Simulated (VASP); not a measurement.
**Au: relaxation of cell and atoms with PBE**

Au:

```xyz
1
Lattice="-1.6150 1.6150 1.6150 1.6150 -1.6150 1.6150 1.6150 1.6150 -1.6150" Properties=species:S:1:pos:R:3 pbc="T T T"
Au    0.0000    0.0000    0.0000
```

This isn't the form of Au at room conditions, which is fcc.

```json
{
 "Program": "VASP 6.6.1",
 "Task": "relaxation of cell and atoms",
 "Functional": "PBE",
 "Potentials or basis": "VASP PAW PBE potentials, release 64 (Au)",
 "Cutoff": "500 eV",
 "k mesh": "10 × 10 × 10",
 "Occupations": "gaussian, width 0.05 eV",
 "Spin": "no spin polarisation",
 "Dipole correction": "no",
 "Further INCAR settings": "ALGO = Normal; EDIFF = 1e-07; IBRION = 2; EDIFFG = -0.01; NSW = 50; ISIF = 3"
}
```

* Relaxed volume: 17.94 Å³/atom
* Relaxed cell: a = 2.857 Å, b = 2.857 Å, c = 2.857 Å, α = 109.47°, β = 109.47°, γ = 109.47°
* Space group after relaxing (to 0.1 Å): Im-3m (No. 229)
* Energy gained by relaxing: 32.9 meV/atom
* Ionic steps: 4
* Pressure after relaxing: 0.0 GPa
* Band gap on the k mesh: zero (an odd number of electrons rules out a gap without spin polarisation)

The path:
| step | energy change (eV) | largest force (eV/Å) | pressure (GPa) | volume (Å³) |
| --- | --- | --- | --- | --- |
| 1 | 0.0000 | 0.0000 | 10.49 | 16.85 |
| 2 | 0.0229 | 0.0000 | -9.12 | 19.69 |
| 3 | -0.0328 | 0.0000 | -0.26 | 17.97 |
| 4 | -0.0329 | 0.0000 | -0.05 | 17.94 |

Final structure:
```
Au
1.0
    -1.64921    1.64921    1.64921
     1.64921   -1.64921    1.64921
     1.64921    1.64921   -1.64921
Au
1
Direct
  0.00000 0.00000 0.00000
```

Levels at points of the mesh, in eV from the Fermi level:
| k point | band 2 | band 3 | band 4 | band 5 | band 6 | band 7 | band 8 | band 9 |
| --- | --- | --- | --- | --- | --- | --- | --- | --- |
| (0.00, 0.00, 0.00) | -4.75 | -4.75 | -4.75 | -2.97 | -2.97 | 16.37 | 16.37 | 16.37 |
| (0.50, 0.00, 0.00) | -5.75 | -3.11 | -2.79 | -1.57 | -0.54 | 3.13 | 12.22 | 13.43 |
| (0.50, 0.50, 0.50) | -6.53 | -1.92 | -1.92 | -1.92 | 6.12 | 6.12 | 6.12 | 8.99 |

Run time: 14 s on 1 thread of Intel(R) Xeon(R) Platinum 8259CL CPU @ 2.50GHz (Skylake/Cascade Lake) (shared host), peak memory 0.13 GiB.

Caveat: spin-orbit coupling is left out, which moves the levels of the heavy elements.
